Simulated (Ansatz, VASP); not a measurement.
# SiNi in VASP and in Ansatz

The input INCAR:

```
SYSTEM = SiNi
ALGO = Fast ; EDIFF = 1E-6
ENCUT = 520 ; GGA = PS
ISIF = 2 ; ISMEAR = 0
LASPH = .True. ; LCHARG = .False.
LREAL = Auto ; LWAVE = .False.
NBANDS = 70 ; NELM = 80
PREC = Accurate ; SIGMA = 0.15
```

KPOINTS

```
k-points
0
Gamma
  8 12 4
  0 0 0
```

The input POSCAR:

```
SiNi
1.0
   -5.0878282958      0.0000000000      0.0000000000
    0.0000000000     -3.3577714519      0.0000000000
   -2.0351313183      0.0000000000     11.0556604556
Si Ni
8 8
Direct
    0.3612612394      0.2500000000      0.7932777411
    0.5612612394      0.2500000000      0.2932777411
    0.8041165678      0.7500000000      0.0432777411
    0.6041165678      0.7500000000      0.5432777411
   -0.2041165678      0.2500000000      0.9567222589
   -0.0041165678      0.2500000000      0.4567222589
    0.2387387606      0.7500000000      0.2067222589
    0.0387387606      0.7500000000      0.7067222589
    0.6532219954      0.7500000000      0.8436931839
    0.8532219954      0.7500000000      0.3436931839
    0.4718234574      0.2500000000      0.0936931839
    0.2718234574      0.2500000000      0.5936931839
    0.1281765426      0.7500000000      0.9063068161
    0.3281765426      0.7500000000      0.4063068161
   -0.0532219954      0.2500000000      0.1563068161
   -0.2532219954      0.2500000000      0.6563068161
```

Input for Ansatz:

```yaml
crystal:
  lattice:
    - [-5.0878282958, 0.0, 0.0]
    - [0.0, -3.3577714519, 0.0]
    - [-2.0351313183, 0.0, 11.0556604556]
  atoms:
    - { symbol: Si, position: [0.3612612394, 0.25, 0.7932777411] }
    - { symbol: Si, position: [0.5612612394, 0.25, 0.2932777411] }
    - { symbol: Si, position: [0.8041165678, 0.75, 0.0432777411] }
    - { symbol: Si, position: [0.6041165678, 0.75, 0.5432777411] }
    - { symbol: Si, position: [-0.2041165678, 0.25, 0.9567222589] }
    - { symbol: Si, position: [-0.0041165678, 0.25, 0.4567222589] }
    - { symbol: Si, position: [0.2387387606, 0.75, 0.2067222589] }
    - { symbol: Si, position: [0.0387387606, 0.75, 0.7067222589] }
    - { symbol: Ni, position: [0.6532219954, 0.75, 0.8436931839] }
    - { symbol: Ni, position: [0.8532219954, 0.75, 0.3436931839] }
    - { symbol: Ni, position: [0.4718234574, 0.25, 0.0936931839] }
    - { symbol: Ni, position: [0.2718234574, 0.25, 0.5936931839] }
    - { symbol: Ni, position: [0.1281765426, 0.75, 0.9063068161] }
    - { symbol: Ni, position: [0.3281765426, 0.75, 0.4063068161] }
    - { symbol: Ni, position: [-0.0532219954, 0.25, 0.1563068161] }
    - { symbol: Ni, position: [-0.2532219954, 0.25, 0.6563068161] }
basis:
  ecutwfc: 420
kpoints:
  mp_grid: { grid: [8, 12, 4] }
hamiltonian:
  xc: pbesol
scf:
  occupations: { method: gaussian, width: 0.15 }
output:
  forces: true
  stress: true
  eigenvalues: true
```

Alike in both runs: task single point; functional PBEsol; k mesh 8 × 12 × 4; occupations gaussian, width 0.15 eV; no spin polarisation.

|  | VASP | Ansatz |
| --- | --- | --- |
| version | VASP 6.6.1 | Ansatz 0.2.0 |
| potentials or method | VASP PAW PBE potentials, release 64 (Si, Ni), cutoff 520 eV | scalar-relativistic, plane waves, PAW |
| valence electrons in the cell | 112 | 176 |

Ansatz gave:

```
gap on the k mesh at the Fermi level (eV)                     : none
pressure (GPa)                                                : 12.2
traceless stress, the component that is largest in VASP (GPa) : 9.27
rms of the force components (eV/Å)                            : 1.945
```

**Question.** Which values does VASP return?

**Answer.** gap on the k mesh at the Fermi level (eV): none; pressure (GPa): 12.5; traceless stress, the component that is largest in VASP (GPa): 9.12; rms of the force components (eV/Å): 1.955.

VASP's potentials were made for PBE, not for PBEsol. Atom by atom the forces differ by 0.017 eV/Å (rms over components). A gap of «none» marks a metal or a gap that the smearing closes. VASP's potentials hold 112 valence electrons a cell and Ansatz's 176, so a difference there can come from the potentials and not from the codes.
